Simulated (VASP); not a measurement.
# MgCdO: single point with PBE

The system is MgCdO.

```
CELL_PARAMETERS angstrom
3.75971 0.00000 0.00000
0.00000 3.75971 0.00000
0.00000 0.00000 3.76537
ATOMIC_POSITIONS crystal
Mg 0.50000 0.50000 0.50000
Cd 0.00000 0.00000 0.00000
O 0.50000 0.50000 0.00000
```

```json
{
 "Program": "VASP 6.6.1",
 "Task": "single point",
 "Functional": "PBE",
 "Potentials or basis": "VASP PAW PBE potentials, release 64 (Mg, Cd, O)",
 "Cutoff": "520 eV",
 "k mesh": "12 × 12 × 12",
 "Occupations": "gaussian, width 0.1 eV",
 "Spin": "no spin polarisation",
 "Dipole correction": "no",
 "Further INCAR settings": "ALGO = Normal; EDIFF = 1e-06; NBANDS = 17"
}
```

The pressure is 0.0 GPa. The band gap on the k mesh is zero (band 10 reaches 3.12 eV, above the bottom of band 11 at 1.57 eV).

Stress tensor (GPa, compression positive):
```
 0.06  0.00  0.00
 0.00  0.06  0.00
 0.00  0.00 -0.12
```

Levels at points of the mesh, in eV from the Fermi level:
```
           k point  band 6  band 7  band 8  band 9  band 10  band 11  band 12  band 13  band 14  band 15
(0.00, 0.00, 0.00)   -8.16   -4.61   -4.17   -3.39    -3.39     5.43     5.72     6.15     6.28     6.28
(0.50, 0.00, 0.00)   -8.18   -5.75   -3.87   -2.56    -0.57     0.23     5.87     5.88     7.70     7.99
(0.50, 0.50, 0.00)   -8.05   -4.66   -4.66   -3.90    -1.78     2.63     2.63     4.83     8.50     9.94
(0.00, 0.00, 0.50)   -8.08   -5.88   -3.27   -3.27    -1.59    -0.76     6.96     7.15     7.15     9.30
(0.50, 0.00, 0.50)   -8.06   -4.85   -4.70   -2.51    -1.12     2.23     2.89     3.16     8.32     8.43
(0.50, 0.50, 0.50)   -8.04   -4.82   -4.23   -4.23     0.64     1.25     2.59     2.59     6.04     6.04
```

Wall time 2.1 min on 1 thread of Intel(R) Xeon(R) Platinum 8259CL CPU @ 2.50GHz (Skylake/Cascade Lake) (shared host), peak memory 0.32 GiB.
